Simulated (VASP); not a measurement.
Write the native input for VASP 6.6.1 that does the following.

```
Task                   : single point
Functional             : PBE
Potentials or basis    : VASP PAW PBE potentials, release 64 (Ba_sv, Zr_sv, O)
Cutoff                 : 520 eV
k mesh                 : 6 × 6 × 6
Occupations            : gaussian, width 0.01 eV
Spin                   : no spin polarisation
Dipole correction      : no
Further INCAR settings : ALGO = Normal; EDIFF = 1e-06; NBANDS = 28
```

The structure of BaZrO3 lies in POSCAR:

```
BaZrO3
1.0
    4.1202866125      0.0000000000      0.0000000000
    0.0000000000      4.1202866125      0.0000000000
    0.0000000000      0.0000000000      4.1202866125
Ba Zr O
1 1 3
Direct
    0.0000000000      0.0000000000      0.0000000000
    0.5000000000      0.5000000000      0.5000000000
    0.0000000000      0.5000000000      0.5000000000
    0.5000000000      0.0000000000      0.5000000000
    0.5000000000      0.5000000000      0.0000000000
```

The input as run:

INCAR

```
SYSTEM = BaZrO3
ALGO = Normal ; EDIFF = 1E-6
ENCUT = 520 ; GGA = PE
ISIF = 2 ; ISMEAR = 0
LASPH = .TRUE. ; LCHARG = .FALSE.
LREAL = .FALSE. ; LWAVE = .FALSE.
NBANDS = 28 ; NELM = 100
PREC = Accurate ; SIGMA = 0.01
```

KPOINTS

```
k-points
0
G
  6 6 6
  0 0 0
```

Potentials or basis: VASP PAW PBE potentials, release 64 (Ba_sv, Zr_sv, O).

Launch:

```console
$ cat potpaw_PBE.64/Ba_sv/POTCAR potpaw_PBE.64/Zr_sv/POTCAR potpaw_PBE.64/O/POTCAR > POTCAR
$ mpirun -np 1 vasp_std > vasp.out
```

Results of the run:

| Item | Value |
| --- | --- |
| Pressure | 14.9 GPa |
| Band gap on the k mesh | 3.30 eV, indirect (least direct gap 3.45 eV) |

Caveat: spin-orbit coupling is left out, which moves the levels of the heavy elements.

Run time: 57 s on 1 thread of Intel Xeon 6975P-C, on a shared host, peak memory 0.2 GiB.
